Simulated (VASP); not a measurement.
A run of VASP 6.6.1 is set up as follows.

File INCAR:

```
PREC     = Accurate       # precision mode
ENCUT    = 520            # plane-wave cutoff, eV
EDIFF    = 1E-7           # SCF threshold, eV
ISMEAR   = 0              # smearing method
SIGMA    = 0.05           # smearing width, eV
LREAL    = False          # projectors in reciprocal space
LASPH    = True           # aspherical terms in the spheres
NELM     = 60             # most SCF steps
ALGO     = Normal         # electronic algorithm
ISIF     = 2              # what is computed and relaxed
LWAVE    = False          # write WAVECAR
LCHARG   = False          # write CHGCAR
GGA      = PS             # functional
NBANDS   = 51             # bands
```

KPOINTS

```
Automatic mesh
0
Gamma
  8 8 8
```

POSCAR

```
SrTiO3
1.0
   -2.7166381507      2.7166381507      3.8651430375
    2.7166381507     -2.7166381507      3.8651430375
    2.7166381507      2.7166381507     -3.8651430375
Sr Ti O
2 2 6
Direct
    0.7500000000      0.2500000000      0.5000000000
    0.2500000000      0.7500000000      0.5000000000
    0.0000000000      0.0000000000      0.0000000000
    0.5000000000      0.5000000000      0.0000000000
    0.2500000000      0.2500000000      0.0000000000
    0.7500000000      0.7500000000      0.0000000000
    0.7252818597      0.2252818597      0.9505637194
    0.2252818597      0.2747181403      0.5000000000
    0.2747181403      0.7747181403      0.0494362806
    0.7747181403      0.7252818597      0.5000000000
```

Potentials or basis: VASP PAW PBE potentials, release 64 (Sr_sv, Ti_sv, O).

The run is started by

```bash
$ cat potpaw_PBE.64/Sr_sv/POTCAR potpaw_PBE.64/Ti_sv/POTCAR potpaw_PBE.64/O/POTCAR > POTCAR
$ mpirun -np 1 vasp_std > vasp.out
```

Q: Predict the largest force.

A: 0.015 eV/Å.

Q: What does it give for the pressure?

A: 6.7 GPa.

Q: Estimate the band gap on the k mesh.

A: 2.00 eV, indirect (least direct gap 2.01 eV).

Stress tensor (GPa, compression positive):
```
6.63 0.00 0.00
0.00 6.63 0.00
0.00 0.00 6.85
```

Caveat: the PAW data sets were made with another functional, which shifts forces and pressure a little. A hybrid or GW would open this gap; PBEsol tends to underestimate it.
